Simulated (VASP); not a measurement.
# Si16O (a cell with a defect) in VASP: further runs

The runs below take Si16O (a cell with a defect) through single point, with PBEsol.

All numbers are computed with VASP 6.6.1; they aren't measurements. Logs are shortened: lines on timing, memory, paths and dates and some standing lists are left out, and cuts for length are marked.

### Step 1. The cell of the first run

The cell holds a defect, 17 atoms: a = 7.679 Å, b = 7.679 Å, c = 7.679 Å, α = 60.00°, β = 60.00°, γ = 60.00°.

### Step 2. Single point, PBEsol, collinear spin, ferromagnetic start

The input, INCAR:

```
ALGO = Normal ; EDIFF = 1E-7
ENCUT = 520 ; GGA = PS
ISIF = 2 ; ISMEAR = -1
ISPIN = 2 ; LASPH = True
LCHARG = False ; LORBIT = 11
LREAL = Auto ; LWAVE = False
MAGMOM = 0 0 0 0 0 0 0 0 0 0 0 0 0 0 0 0 1 ; NBANDS = 53
NELM = 150 ; PREC = Accurate
SIGMA = 0.05
```

The input, KPOINTS:

```
k-points
0
Gamma
  2 2 2
```

The input, POSCAR:

```
Si16O
1.0
    0.0000000000      5.4300000000      5.4300000000
    5.4300000000      0.0000000000      5.4300000000
    5.4300000000      5.4300000000      0.0000000000
Si O
16 1
Direct
   -0.0203038674      0.0002854512      0.0087016575
    0.0800000000      0.1613443831      0.1283793738
   -0.0301841621      0.0575322284      0.5150092081
    0.1223296501      0.1475782689      0.6387937385
   -0.0246500921      0.5191988950      0.0293830571
    0.1831399632      0.6011694291      0.0871362799
    0.0190423573      0.5097605893      0.4277532228
    0.0912891344      0.6915285451      0.6370534070
    0.4468876611      0.0021178637      0.0609760589
    0.6252394107      0.0873941068      0.1629742173
    0.4835819521     -0.0235819521      0.5384069982
    0.5910589319      0.1179465930      0.6725874770
    0.5463443831      0.4768784530     -0.0422744015
    0.5918232044      0.6183057090      0.1582504604
    0.4716666667      0.4871731123      0.5113351750
    0.6399815838      0.6039410681      0.5802762431
    0.9501197053      0.6906537753      0.5230110497
```

Potentials or basis: VASP PAW PBE potentials, release 64 (Si, O).

The run is started by

```bash
cat potpaw_PBE.64/Si/POTCAR potpaw_PBE.64/O/POTCAR > POTCAR
mpirun -np 1 vasp_std > vasp.out
```

OUTCAR:

```text
EDIFF = 1E-7
   ENCUT = 520
   GGA = PS
   ISIF = 2
   ISMEAR = -1
   ISPIN = 2
   LASPH = True
   LORBIT = 11
   LREAL = Auto
   NELM = 150
   PREC = Accurate

 ion  position               nearest neighbor table
   1  0.980  0.000  0.009-  10 2.24   4 2.34   2 2.40   6 2.55
   2  0.080  0.161  0.128-   5 2.26   9 2.33   1 2.40   3 2.44
   3  0.970  0.058  0.515-   8 2.29   4 2.31  12 2.41   2 2.44
   4  0.122  0.148  0.639-  11 2.29   3 2.31   1 2.34   7 2.36
   5  0.975  0.519  0.029-   2 2.26   6 2.27  14 2.41   8 2.48
   6  0.183  0.601  0.087-   7 2.16   5 2.27  13 2.28   1 2.55
   7  0.019  0.510  0.428-  17 1.62   6 2.16   4 2.36  16 2.39   8 2.96
   8  0.091  0.692  0.637-  17 1.70   3 2.29  15 2.46   5 2.48   7 2.96
   9  0.447  0.002  0.061-  10 2.32   2 2.33  14 2.42  12 2.44
  10  0.625  0.087  0.163-   1 2.24   9 2.32  11 2.36  13 2.50
  11  0.484  0.976  0.538-   4 2.29  10 2.36  16 2.40  12 2.41
  12  0.591  0.118  0.673-  15 2.33  11 2.41   3 2.41   9 2.44
  13  0.546  0.477  0.958-   6 2.28  16 2.38  10 2.50  14 2.50
  14  0.592  0.618  0.158-  15 2.22   5 2.41   9 2.42  13 2.50
  15  0.472  0.487  0.511-  14 2.22  16 2.25  12 2.33   8 2.46
  16  0.640  0.604  0.580-  15 2.25  13 2.38   7 2.39  11 2.40
  17  0.950  0.691  0.523-   7 1.62   8 1.70

  LATTYP: Found a face centered cubic cell.
 ALAT       =    10.8600000000

  Lattice vectors:

 A1 = (   0.0000000000,   5.4300000000,   5.4300000000)
 A2 = (   5.4300000000,   0.0000000000,   5.4300000000)
 A3 = (   5.4300000000,   5.4300000000,   0.0000000000)

Analysis of symmetry for initial positions (statically):
=====================================================================
 Subroutine PRICEL returns:
 Original cell was already a primitive cell.

 Routine SETGRP: Setting up the symmetry group for a
 face centered cubic supercell.

 Subroutine GETGRP returns: Found  1 space group operations
 (whereof  1 operations were pure point group operations)
 out of a pool of 48 trial point group operations.

The static configuration has the point symmetry C_1 .

Analysis of symmetry for dynamics (positions and initial velocities):
=====================================================================
 Subroutine PRICEL returns:
 Original cell was already a primitive cell.

 Routine SETGRP: Setting up the symmetry group for a
 face centered cubic supercell.

 Subroutine GETGRP returns: Found  1 space group operations
 (whereof  1 operations were pure point group operations)
 out of a pool of 48 trial point group operations.

The dynamic configuration has the point symmetry C_1 .

Analysis of structural, dynamic, and magnetic symmetry:
=====================================================================
 Subroutine PRICEL returns:
 Original cell was already a primitive cell.

 Routine SETGRP: Setting up the symmetry group for a
 face centered cubic supercell.

 Subroutine GETGRP returns: Found  1 space group operations
 (whereof  1 operations were pure point group operations)
 out of a pool of 48 trial point group operations.

The overall configuration has the point symmetry C_1 .

 Subroutine INISYM returns: Found  1 space group operations
 (whereof  1 operations are pure point group operations),
 and found     1 'primitive' translations

----------------------------------------------------------------------------------------

                                     Primitive cell

  volume of cell :     320.2060

  direct lattice vectors                    reciprocal lattice vectors
     0.000000000  5.430000000  5.430000000    -0.092081031  0.092081031  0.092081031
     5.430000000  0.000000000  5.430000000     0.092081031 -0.092081031  0.092081031
     5.430000000  5.430000000  0.000000000     0.092081031  0.092081031 -0.092081031

  length of vectors
     7.679179644  7.679179644  7.679179644     0.159489025  0.159489025  0.159489025

[... 75 lines left out ...]
   k-points           NKPTS =      8   k-points in BZ     NKDIM =      8   number of bands    NBANDS=     53
   number of dos      NEDOS =    301   number of ions     NIONS =     17
   total plane-waves  NPLWV = 216000
   dimension x,y,z NGX =    60 NGY =   60 NGZ =   60
   dimension x,y,z NGXF=   120 NGYF=  120 NGZF=  120
   ions per type =              16   1
   NGX,Y,Z   is equivalent  to a cutoff of  12.99, 12.99, 12.99 a.u.
   NGXF,Y,Z  is equivalent  to a cutoff of  25.98, 25.98, 25.98 a.u.
 SYSTEM =  unknown system
   PREC   = accura    normal or accurate (medium, high low for compatibility)
   ISTART =      0    job   : 0-new  1-cont  2-samecut
   ICHARG =      2    charge: 1-file 2-atom 10-const
   ISPIN  =      2    spin polarized calculation?
   LNONCOLLINEAR =      F non collinear calculations
   LSORBIT =      F    spin-orbit coupling
   LASPH  =      T    aspherical Exc in radial PAW
   ENCUT  =  520.0 eV  38.22 Ry    6.18 a.u.  14.28 14.28 14.28*2*pi/ulx,y,z
   NELM   =    150;   NELMIN=  2; NELMDL= -5     # of ELM steps
   EDIFF  = 0.1E-06   stopping-criterion for ELM
   LREAL  =      T    real-space projection
   EDIFFG = 0.1E-05   stopping-criterion for IOM
   NSW    =      0    number of steps for IOM
   IBRION =     -1    ionic relax: 0-MD 1-quasi-New 2-CG
   NFREE  =      0    steps in history (QN), initial steepest desc. (CG)
   ISIF   =      2    stress and relaxation
   ISYM   =      2    0-nonsym 1-usesym 2-fastsym
   POTIM  = 0.5000    time-step for ionic-motion
   TEBEG  =    0.0;   TEEND  =   0.0 temperature during run
   PSTRESS=    0.0 pullay stress
   NELECT =      70.0000    total number of electrons
   NUPDOWN=      -1.0000    fix difference up-down
   EMIN   =  10.00;   EMAX   =-10.00  energy-range for DOS
   EFERMI =   0.00;   METHOD = LEGACY
   ISMEAR =    -1;   SIGMA  =   0.05  broadening in eV -4-tet -1-fermi 0-gaus
   EFERMI_NEDOS =   21; number of points for ismear=-14 and -15
   IALGO  =     38    algorithm
   IMIX   =      4    mixing-type and parameters
     AMIX     =   0.40;   BMIX     =  1.00
     AMIX_MAG =   1.60;   BMIX_MAG =  1.00
  volume/ion in A,a.u.               =      18.84       127.11
  Fermi-wavevector in a.u.,A,eV,Ry     =   0.986199  1.863645 13.232857  0.972588
  Thomas-Fermi vector in A             =   2.117562
   LORBIT       =     11    0 simple, 1 ext, 2 COOP (PROOUT), +10 PAW based schemes
   GGA     = PS    functional components
   LHFCALC =     F    Hartree Fock is set to
   AEXX    =    0.0000 exact exchange contribution
   IVDW    =     0    specifies the selected vdW correction
   LEPSILON=     F    determine dielectric tensor
   LRPA    =     F    only Hartree local field effects (RPA)
 spin polarized calculation
  energy-cutoff  :      520.00
  volume of cell :      320.21
 maximum number of plane-waves:      8646
 NGX is ok and might be reduce to    60
   NGX = 29   NGY = 29   NGZ = 29

 number of electron      69.9999999 magnetization      -0.0000205

 number of electron      69.9999999 magnetization       0.0000063

 Free energy of the ion-electron system (eV)
  ---------------------------------------------------
  ext. energy  EPLUGINS =         0.00000000
  ---------------------------------------------------
  free energy    TOTEN  =       -96.58484435 eV

  energy without entropy =      -96.57228476  energy(sigma->0) =      -96.57856456

 E-fermi :   6.0560     XC(G=0):  -9.7044

 val. band max:        5.9712096816   @ k =   0.0000   0.0000   0.0000
 cond. band min:       6.1336535941   @ k =   0.0000   0.0000   0.0000
 fundamental gap:      0.1624439125
 Fermi energy:         6.0560187612

 spin component 1

 k-point     1 :       0.0000    0.0000    0.0000
  band No.  band energies     occupation
      1     -14.6391      1.00000
      2      -5.9335      1.00000
      3      -4.5125      1.00000
      4      -3.8537      1.00000
      5      -3.8049      1.00000
      6      -3.3652      1.00000
[... 389 lines left out ...]
     46       9.8979      0.00000
     47      10.1296      0.00000
 Fermi energy:         6.0560187612

 spin component 2

 k-point     1 :       0.0000    0.0000    0.0000
  band No.  band energies     occupation
      1     -14.6391      1.00000
      2      -5.9335      1.00000
      3      -4.5125      1.00000
      4      -3.8537      1.00000
      5      -3.8049      1.00000
      6      -3.3652      1.00000
[... 389 lines left out ...]
     46       9.8979      0.00000
     47      10.1296      0.00000
 [bands above 47 left out]

------------------------ aborting loop because EDIFF is reached ----------------------------------------

  FORCE on cell =-STRESS in cart. coord.  units (eV):
  Direction    XX          YY          ZZ          XY          YZ          ZX
  --------------------------------------------------------------------------------------
  -------------------------------------------------------------------------------------
  Total        4.6269255      2.6792224      6.3937156      2.8495001      3.2536541      0.9763884
  in kB       23.1512054     13.4057115     31.9914861     14.2577100     16.2799279      4.8854405
  external PRESSURE =      22.8494677 kB  Pullay stress =       0.0000000 kB

 VOLUME and BASIS-vectors are now :
 -----------------------------------------------------------------------------
  energy-cutoff  :      520.00
  volume of cell :      320.21
      direct lattice vectors                 reciprocal lattice vectors
     0.000000000  5.430000000  5.430000000    -0.092081031  0.092081031  0.092081031
     5.430000000  0.000000000  5.430000000     0.092081031 -0.092081031  0.092081031
     5.430000000  5.430000000  0.000000000     0.092081031  0.092081031 -0.092081031

 POSITION                                       TOTAL-FORCE (eV/Angst)
 -----------------------------------------------------------------------------------
      0.04880      5.36700      5.32130        -0.906489      1.540220      0.596967
      1.57320      1.13150      1.31050        -0.113988      0.996915     -1.114160
      3.10890      8.06260      5.57850        -0.113447     -0.619884     -0.129517
      4.27000      4.13290      1.46560         0.289996     -0.550436      0.099223
      2.97880      5.45570      8.11540        -0.395629     -1.939285      0.356941
      3.73750      1.46760      4.25880         0.236964     -1.483038      1.556983
[... 9 lines left out ...]
      6.43030      6.62600      6.75450         0.578474      0.382757      0.178099
      6.59020      7.99910      8.90940         1.367427      1.062437      1.085314
 -----------------------------------------------------------------------------------
    total drift:                               -0.003646     -0.003442     -0.001170

  FREE ENERGIE OF THE ION-ELECTRON SYSTEM (eV)
  ---------------------------------------------------
  free  energy   TOTEN  =       -96.5848443519 eV

  energy  without entropy=      -96.5722847583  energy(sigma->0) =      -96.57856456

 total charge

# of ion       s       p       d       tot
------------------------------------------
    1        0.749   0.918   0.000   1.667
    2        0.746   0.943   0.000   1.689
    3        0.750   0.942   0.000   1.693
    4        0.749   0.970   0.000   1.719
    5        0.749   0.951   0.000   1.700
    6        0.757   0.997   0.000   1.753
[... 9 lines left out ...]
   16        0.766   0.917   0.000   1.683
   17        1.574   3.580   0.000   5.154
--------------------------------------------------
tot         13.581  18.578   0.000  32.159

 magnetization (x)

# of ion       s       p       d       tot
------------------------------------------
    1        0.000  -0.000   0.000  -0.000
    2        0.000  -0.000   0.000  -0.000
    3        0.000  -0.000   0.000   0.000
    4       -0.000  -0.000   0.000  -0.000
    5       -0.000  -0.000   0.000  -0.000
    6       -0.000  -0.000   0.000  -0.000
[... 9 lines left out ...]
   16        0.000  -0.000   0.000   0.000
   17        0.000   0.000   0.000   0.000
--------------------------------------------------
tot          0.000  -0.000   0.000  -0.000
```

Wall time 5 min (1 thread of Intel Xeon 6975P-C (Granite Rapids), shared host); peak memory 0.71 GiB.

Results:

| Property | Result |
| --- | --- |
| Free energy | -96.5848 eV |
| Pressure | 2.3 GPa |
| Largest force | 2.559 eV/Å |
| Band gap on the k mesh | 0.16 eV |
| Net moment | 0.00 μB per cell |
| Valence electrons inside the program's atomic spheres | Si 1.67, 1.69, 1.72, 1.70, 1.75, 1.71, 1.63, 1.68, 1.66, 1.65, 1.74 (each value once); O 5.15 |

Forces in eV/Å, atoms in the order of the input:
```
Si  -0.906  1.540  0.597
Si  -0.114  0.997 -1.114
Si  -0.113 -0.620 -0.130
Si   0.290 -0.550  0.099
Si  -0.396 -1.939  0.357
Si   0.237 -1.483  1.557
Si   0.433  0.773 -2.401
Si  -0.325  0.676 -0.601
Si  -1.244 -0.123  0.283
Si   1.219 -1.317  0.014
Si  -0.481  0.636  0.832
Si  -0.289  0.416 -0.161
Si   0.058  1.335  0.016
Si  -1.365 -1.350  1.237
Si   1.050 -0.435 -1.848
Si   0.578  0.383  0.178
O    1.367  1.062  1.085
```

Caveat: the k points lie up to 0.50 Å⁻¹ apart; the atoms stand as in a frame of molecular dynamics; semilocal functionals underestimate gaps, and a narrow one can read as zero; the PAW data sets were made with another functional, which shifts forces and pressure a little.

[end of part 1 of 2]
